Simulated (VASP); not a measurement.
# AlN (P4/mmm) in VASP: notebook

Runs on AlN. Level: PBE. Tasks: relaxation of cell and atoms.

Program: VASP 6.6.1. These are calculated values, not measurements. Logs are shortened: lines on timing, memory, paths and dates and some standing lists are left out, and cuts for length are marked.

### Step 1. The cell of the first run

The structure is tetragonal, space group P4/mmm (No. 123). The conventional cell has a = 2.692 Å, b = 2.692 Å, c = 4.524 Å, α = 90.00°, β = 90.00°, γ = 90.00°. Within 2.5 Å of Al (site symmetry 4/mmm) lie 4 N at 1.90 Å. N (site symmetry 4/mmm) has 4 Al at 1.90 Å within 2.5 Å.

### Step 2. Relaxation of cell and atoms, PBE

Contents of INCAR:

```
SYSTEM = AlN
ALGO = Normal
EDIFF = 1E-6
EDIFFG = -0.01
ENCUT = 600
GGA = PE
IBRION = 2
ISIF = 3
ISMEAR = 0
LASPH = .True.
LCHARG = .False.
LREAL = .False.
LWAVE = .False.
NELM = 100
NSW = 100
PREC = Accurate
SIGMA = 0.02
```

Contents of KPOINTS:

```
k-points
0
Gamma
  10 10 6
  0 0 0
```

Contents of POSCAR:

```
AlN
1.0
    2.6924269561      0.0000000000      0.0000000000
    0.0000000000      2.6924269561      0.0000000000
    0.0000000000      0.0000000000      4.5240706379
Al N
1 1
Direct
    0.5000000000      0.5000000000      0.0000000000
    0.0000000000      0.0000000000      0.0000000000
```

Potentials or basis: VASP PAW PBE potentials, release 64 (Al, N).

Started as:

```sh
$ cat potpaw_PBE.64/Al/POTCAR potpaw_PBE.64/N/POTCAR > POTCAR
$ mpirun -np 1 vasp_std > vasp.out
```

OUTCAR:

```text
SYSTEM = AlN
   EDIFF = 1E-6
   EDIFFG = -0.01
   ENCUT = 600
   GGA = PE
   IBRION = 2
   ISIF = 3
   ISMEAR = 0
   LASPH = .True.
   LREAL = .False.
   NELM = 100
   NSW = 100
   PREC = Accurate

 ion  position               nearest neighbor table
   1  0.500  0.500  0.000-   2 1.90   2 1.90   2 1.90   2 1.90
   2  0.000  0.000  0.000-   1 1.90   1 1.90   1 1.90   1 1.90

  LATTYP: Found a simple tetragonal cell.
 ALAT       =     2.6924269561
 C/A-ratio  =     1.6802946604

  Lattice vectors:

 A1 = (   2.6924269561,   0.0000000000,   0.0000000000)
 A2 = (   0.0000000000,   2.6924269561,   0.0000000000)
 A3 = (   0.0000000000,   0.0000000000,   4.5240706379)

Analysis of symmetry for initial positions (statically):
=====================================================================
 Subroutine PRICEL returns:
 Original cell was already a primitive cell.

 Routine SETGRP: Setting up the symmetry group for a
 simple tetragonal supercell.

 Subroutine GETGRP returns: Found 16 space group operations
 (whereof 16 operations were pure point group operations)
 out of a pool of 16 trial point group operations.

The static configuration has the point symmetry D_4h.

Analysis of symmetry for dynamics (positions and initial velocities):
=====================================================================
 Subroutine PRICEL returns:
 Original cell was already a primitive cell.

 Routine SETGRP: Setting up the symmetry group for a
 simple tetragonal supercell.

 Subroutine GETGRP returns: Found 16 space group operations
 (whereof 16 operations were pure point group operations)
 out of a pool of 16 trial point group operations.

The dynamic configuration has the point symmetry D_4h.

 Subroutine INISYM returns: Found 16 space group operations
 (whereof 16 operations are pure point group operations),
 and found     1 'primitive' translations

----------------------------------------------------------------------------------------

                                     Primitive cell

  volume of cell :      32.7957

  direct lattice vectors                    reciprocal lattice vectors
     2.692426956  0.000000000  0.000000000     0.371412119  0.000000000  0.000000000
     0.000000000  2.692426956  0.000000000     0.000000000  0.371412119  0.000000000
     0.000000000  0.000000000  4.524070638     0.000000000  0.000000000  0.221039873

  length of vectors
     2.692426956  2.692426956  4.524070638     0.371412119  0.371412119  0.221039873

  position of ions in fractional coordinates (direct lattice)
     0.500000000  0.500000000  0.000000000
     0.000000000  0.000000000  0.000000000

  ion indices of the primitive-cell ions
   primitive index   ion index
                 1           1
                 2           2

----------------------------------------------------------------------------------------

 KPOINTS: k-points

Automatic generation of k-mesh.
 Grid dimensions read from file:
 generate k-points for:   10   10    6

 Generating k-lattice:

  Cartesian coordinates                     Fractional coordinates (reciprocal lattice)
     0.037141212  0.000000000  0.000000000     0.100000000  0.000000000  0.000000000
     0.000000000  0.037141212  0.000000000     0.000000000  0.100000000  0.000000000
     0.000000000  0.000000000  0.036839979     0.000000000  0.000000000  0.166666667

  Length of vectors
     0.037141212  0.037141212  0.036839979

  Shift w.r.t. Gamma in fractional coordinates (k-lattice)
     0.000000000  0.000000000  0.000000000

 Subroutine IBZKPT returns following result:
 ===========================================

 Found     84 irreducible k-points:

 Following reciprocal coordinates:
            Coordinates               Weight
  0.000000  0.000000  0.000000      1.000000
  0.100000  0.000000  0.000000      4.000000
  0.200000  0.000000  0.000000      4.000000
  0.300000  0.000000  0.000000      4.000000
  0.400000  0.000000  0.000000      4.000000
  0.500000  0.000000  0.000000      2.000000
[... 16 lines left out ...]
  0.100000  0.000000  0.166667      8.000000
  0.200000  0.000000  0.166667      8.000000
 [... further k-points ...]
   k-points           NKPTS =     84   k-points in BZ     NKDIM =     84   number of bands    NBANDS=      8
   number of dos      NEDOS =    301   number of ions     NIONS =      2
   total plane-waves  NPLWV =  20736
   dimension x,y,z NGX =    24 NGY =   24 NGZ =   36
   dimension x,y,z NGXF=    48 NGYF=   48 NGZF=   72
   ions per type =               1   1
   NGX,Y,Z   is equivalent  to a cutoff of  14.82, 14.82, 13.23 a.u.
   NGXF,Y,Z  is equivalent  to a cutoff of  29.64, 29.64, 26.46 a.u.
 SYSTEM =  AlN
   PREC   = accura    normal or accurate (medium, high low for compatibility)
   ISTART =      0    job   : 0-new  1-cont  2-samecut
   ICHARG =      2    charge: 1-file 2-atom 10-const
   ISPIN  =      1    spin polarized calculation?
   LNONCOLLINEAR =      F non collinear calculations
   LSORBIT =      F    spin-orbit coupling
   LASPH  =      T    aspherical Exc in radial PAW
   ENCUT  =  600.0 eV  44.10 Ry    6.64 a.u.   5.38  5.38  9.04*2*pi/ulx,y,z
   NELM   =    100;   NELMIN=  2; NELMDL= -5     # of ELM steps
   EDIFF  = 0.1E-05   stopping-criterion for ELM
   LREAL  =      F    real-space projection
   EDIFFG = -.1E-01   stopping-criterion for IOM
   NSW    =    100    number of steps for IOM
   IBRION =      2    ionic relax: 0-MD 1-quasi-New 2-CG
   NFREE  =      1    steps in history (QN), initial steepest desc. (CG)
   ISIF   =      3    stress and relaxation
   ISYM   =      2    0-nonsym 1-usesym 2-fastsym
   POTIM  = 0.5000    time-step for ionic-motion
   TEBEG  =    0.0;   TEEND  =   0.0 temperature during run
   PSTRESS=    0.0 pullay stress
   NELECT =       8.0000    total number of electrons
   NUPDOWN=      -1.0000    fix difference up-down
   EMIN   =  10.00;   EMAX   =-10.00  energy-range for DOS
   EFERMI =   0.00;   METHOD = LEGACY
   ISMEAR =     0;   SIGMA  =   0.02  broadening in eV -4-tet -1-fermi 0-gaus
   EFERMI_NEDOS =   21; number of points for ismear=-14 and -15
   IALGO  =     38    algorithm
   IMIX   =      4    mixing-type and parameters
     AMIX     =   0.40;   BMIX     =  1.00
     AMIX_MAG =   1.60;   BMIX_MAG =  1.00
  volume/ion in A,a.u.               =      16.40       110.66
  Fermi-wavevector in a.u.,A,eV,Ry     =   1.022898  1.932997 14.236058  1.046321
  Thomas-Fermi vector in A             =   2.156602
   LORBIT       =      0    0 simple, 1 ext, 2 COOP (PROOUT), +10 PAW based schemes
   GGA     = PE    functional components
   LHFCALC =     F    Hartree Fock is set to
   AEXX    =    0.0000 exact exchange contribution
   IVDW    =     0    specifies the selected vdW correction
   LEPSILON=     F    determine dielectric tensor
   LRPA    =     F    only Hartree local field effects (RPA)
 conjugate gradient relaxation of ions
 non-spin polarized calculation
 Gauss-broadening in eV      SIGMA  =   0.02
  energy-cutoff  :      600.00
  volume of cell :       32.80
 maximum number of plane-waves:      1113
 NGX is ok and might be reduce to    24
   NGX = 11   NGY = 11   NGZ = 19

--------------------------------------- Ionic step        1  -------------------------------------------

 number of electron       8.0000000 magnetization

 Free energy of the ion-electron system (eV)
  ---------------------------------------------------
  ext. energy  EPLUGINS =         0.00000000
  ---------------------------------------------------
  free energy    TOTEN  =       -13.45271354 eV

  energy without entropy =      -13.45271354  energy(sigma->0) =      -13.45271354

------------------------ aborting loop because EDIFF is reached ----------------------------------------

  FORCE on cell =-STRESS in cart. coord.  units (eV):
  Direction    XX          YY          ZZ          XY          YZ          ZX
  --------------------------------------------------------------------------------------
  -------------------------------------------------------------------------------------
  Total       -0.0596880     -0.0596880      0.0354149      0.0000000      0.0000000      0.0000000
  in kB       -2.9159521     -2.9159521      1.7301318      0.0000000      0.0000000      0.0000000
  external PRESSURE =      -1.3672574 kB  Pullay stress =       0.0000000 kB
[... 165 lines left out ...]
  energy  without entropy=      -13.4528783393  energy(sigma->0) =      -13.45287834

--------------------------------------- Ionic step        6  -------------------------------------------

 number of electron       7.9999999 magnetization

 E-fermi :   3.3192     XC(G=0):  -8.2151

 val. band max:        3.1727527535   @ k =   0.5000   0.5000   0.0000
 cond. band min:       3.9388783564   @ k =   0.0000   0.0000   0.0000
 fundamental gap:      0.7661256029
 Fermi energy:         3.3192397839

 k-point     1 :       0.0000    0.0000    0.0000
  band No.  band energies     occupation
      1     -12.6168      2.00000
      2      -0.5814      2.00000
      3       2.1767      2.00000
      4       2.1767      2.00000
      5       3.9389      0.00000
      6      11.4843      0.00000
      7      11.5007      0.00000
      8      11.7282      0.00000
[... 243 lines left out ...]
 k-point    24 :       0.2000    0.0000    0.1667
  band No.  band energies     occupation
      1     -12.0783      2.00000
      2      -0.5176      2.00000
      3      -0.2095      2.00000
      4       2.3184      2.00000
      5       5.5129      0.00000
      6       9.9896      0.00000
      7      12.5435      0.00000
      8      13.8122      0.00000

 [... further k-points ...]
[... 5 lines left out ...]
  --------------------------------------------------------------------------------------
  -------------------------------------------------------------------------------------
  Total        0.0079950      0.0079950      0.0296902      0.0000000     -0.0000000      0.0000000
  in kB        0.3875181      0.3875181      1.4390804      0.0000000     -0.0000000      0.0000000
  external PRESSURE =       0.7380389 kB  Pullay stress =       0.0000000 kB
[... 57 lines left out ...]
  energy  without entropy=      -13.4533142240  energy(sigma->0) =      -13.45331422

--------------------------------------- Ionic step        8  -------------------------------------------

 number of electron       7.9999998 magnetization

 Free energy of the ion-electron system (eV)
  ---------------------------------------------------
  ext. energy  EPLUGINS =         0.00000000
  ---------------------------------------------------
  free energy    TOTEN  =       -13.45368439 eV

  energy without entropy =      -13.45368439  energy(sigma->0) =      -13.45368439

 E-fermi :   3.0770     XC(G=0):  -8.0317

 val. band max:        2.9412968180   @ k =   0.5000   0.5000   0.0000
 cond. band min:       3.7686143871   @ k =   0.0000   0.0000   0.0000
 fundamental gap:      0.8273175691
 Fermi energy:         3.0770398140

 k-point     1 :       0.0000    0.0000    0.0000
  band No.  band energies     occupation
      1     -12.8229      2.00000
      2      -0.8628      2.00000
      3       1.9645      2.00000
      4       1.9645      2.00000
      5       3.7686      0.00000
      6      11.0379      0.00000
      7      11.0844      0.00000
      8      11.5234      0.00000
[... 243 lines left out ...]
 k-point    24 :       0.2000    0.0000    0.1667
  band No.  band energies     occupation
      1     -12.2871      2.00000
      2      -0.7212      2.00000
      3      -0.4520      2.00000
      4       2.1056      2.00000
      5       5.2895      0.00000
      6       9.6096      0.00000
      7      12.1727      0.00000
      8      13.5581      0.00000

 [... further k-points ...]
[... 5 lines left out ...]
  --------------------------------------------------------------------------------------
  -------------------------------------------------------------------------------------
  Total       -0.0025137     -0.0025137      0.0132964      0.0000000     -0.0000000      0.0000000
  in kB       -0.1181346     -0.1181346      0.6248718      0.0000000     -0.0000000      0.0000000
  external PRESSURE =       0.1295342 kB  Pullay stress =       0.0000000 kB
[... 17 lines left out ...]
  FREE ENERGIE OF THE ION-ELECTRON SYSTEM (eV)
  ---------------------------------------------------
  free  energy   TOTEN  =       -13.4536843859 eV

  energy  without entropy=      -13.4536843859  energy(sigma->0) =      -13.45368439

 reached required accuracy - stopping structural energy minimisation
```

It took 2.8 min on 1 thread of AMD EPYC 7R13 (Zen 3), shared host; peak memory 0.14 GiB.

Results:

| Item | Value |
| --- | --- |
| Free energy | -13.4537 eV |
| Relaxed volume | 17.05 Å³/atom |
| Relaxed cell | a = 2.691 Å, b = 2.691 Å, c = 4.707 Å, α = 90.00°, β = 90.00°, γ = 90.00° |
| Space group after relaxing (to 0.05 Å) | P4/mmm (No. 123) |
| Energy gained by relaxing | 0.5 meV/atom |
| Ionic steps | 8 |
| Pressure after relaxing | 0.0 GPa |
| Band gap on the k mesh | 0.83 eV, indirect (least direct gap 1.80 eV) |

The path:
```tsv
step	energy change (eV)	largest force (eV/Å)	pressure (GPa)	volume (Å³)
1	0.0000	0.0000	-0.14	32.80
2	0.0000	0.0000	0.40	32.73
3	0.0000	0.0000	0.09	32.77
4	-0.0001	0.0000	0.09	32.80
5	-0.0002	0.0000	0.08	32.88
6	-0.0003	0.0000	0.07	33.06
7	-0.0006	0.0000	0.05	33.40
8	-0.0010	0.0000	0.01	34.09
```

Final structure:
```yaml
crystal:
  lattice:
    - [2.69127, 0.00000, 0.00000]
    - [0.00000, 2.69127, 0.00000]
    - [0.00000, 0.00000, 4.70695]
  atoms:
    - { symbol: Al, position: [0.50000, 0.50000, 0.00000] }
    - { symbol: N, position: [0.00000, 0.00000, 0.00000] }
```

A k mesh can miss the band edges. Expect the measured gap to be larger: semilocal functionals such as PBE lack the derivative discontinuity.

### Step 3. Relaxation of cell and atoms, PBE

This run uses another cell than the first one, of 18.05 Å³/atom, 1.101 times its volume.

Contents of INCAR:

```
ALGO     = Normal         # electronic algorithm
EDIFF    = 1E-7           # SCF threshold, eV
EDIFFG   = -0.01          # ionic threshold
ENCUT    = 600            # plane-wave cutoff, eV
GGA      = PE             # functional
IBRION   = 2              # ionic algorithm
ISIF     = 3              # what is computed and relaxed
ISMEAR   = 0              # smearing method
LASPH    = True           # aspherical terms in the spheres
LCHARG   = False          # write CHGCAR
LREAL    = False          # projectors in reciprocal space
LWAVE    = False          # write WAVECAR
NELM     = 80             # most SCF steps
NSW      = 100            # ionic steps
PREC     = Accurate       # precision mode
SIGMA    = 0.02           # smearing width, eV
```

Contents of KPOINTS:

```
k-points
0
Gamma
  10 10 6
```

Contents of POSCAR:

```
AlN
1.0
    2.6923435875      0.0000000000      0.0000000000
    0.0000000000      2.6923435875      0.0000000000
    0.0000000000      0.0000000000      4.9808239218
Al N
1 1
Direct
    0.5000000000      0.5000000000      0.0000000000
    0.0000000000      0.0000000000      0.0000000000
```

Potentials or basis: VASP PAW PBE potentials, release 64 (Al, N).

Started as:

```sh
$ cat potpaw_PBE.64/Al/POTCAR potpaw_PBE.64/N/POTCAR > POTCAR
$ mpirun -np 1 vasp_std > vasp.out
```

Wall time 68 s (1 thread of AMD EPYC 7R13 (Zen 3), shared host); peak memory 0.14 GiB.

The run converged. Its results:

| Item | Value |
| --- | --- |
| Free energy | -13.4557 eV |
| Relaxed volume | 18.03 Å³/atom |
| Relaxed cell | a = 2.691 Å, b = 2.691 Å, c = 4.980 Å, α = 90.00°, β = 90.00°, γ = 90.00° |
| Space group after relaxing (to 0.05 Å) | P4/mmm (No. 123) |
| Energy gained by relaxing | 0.0 meV/atom |
| Ionic steps | 3 |
| Pressure after relaxing | 0.0 GPa |
| Band gap on the k mesh | 0.93 eV, indirect (least direct gap 1.88 eV) |

Stress tensor (GPa, compression positive):
```
 0.02  0.00  0.00
 0.00  0.02  0.00
 0.00  0.00 -0.07
```

Final structure:
```
Al N
1.0
     2.69121    0.00000    0.00000
     0.00000    2.69121    0.00000
     0.00000    0.00000    4.98005
Al N
1 1
Cartesian
  1.3456 1.3456 0.0000
  0.0000 0.0000 0.0000
```

Levels at points of the mesh, in eV from the valence-band top:
```
           k point  band 1  band 2  band 3  band 4  band 5  band 6  band 7  band 8
(0.00, 0.00, 0.00)  -15.73   -3.88   -0.95   -0.95    0.93    7.71    7.80    8.62
(0.50, 0.00, 0.00)  -13.76   -7.35   -1.64   -0.52    3.82    5.53    6.69   11.06
(0.50, 0.50, 0.00)  -12.28   -5.57   -5.57    0.00    3.18    8.09    8.89    8.89
(0.00, 0.00, 0.50)  -15.72   -4.37   -0.95   -0.95    3.39    4.21    8.65   11.44
(0.50, 0.00, 0.50)  -13.75   -7.32   -1.82   -0.52    2.64    7.63    8.71    9.05
(0.50, 0.50, 0.50)  -12.28   -5.56   -5.56   -0.08    3.45    7.04    7.88    7.88
```
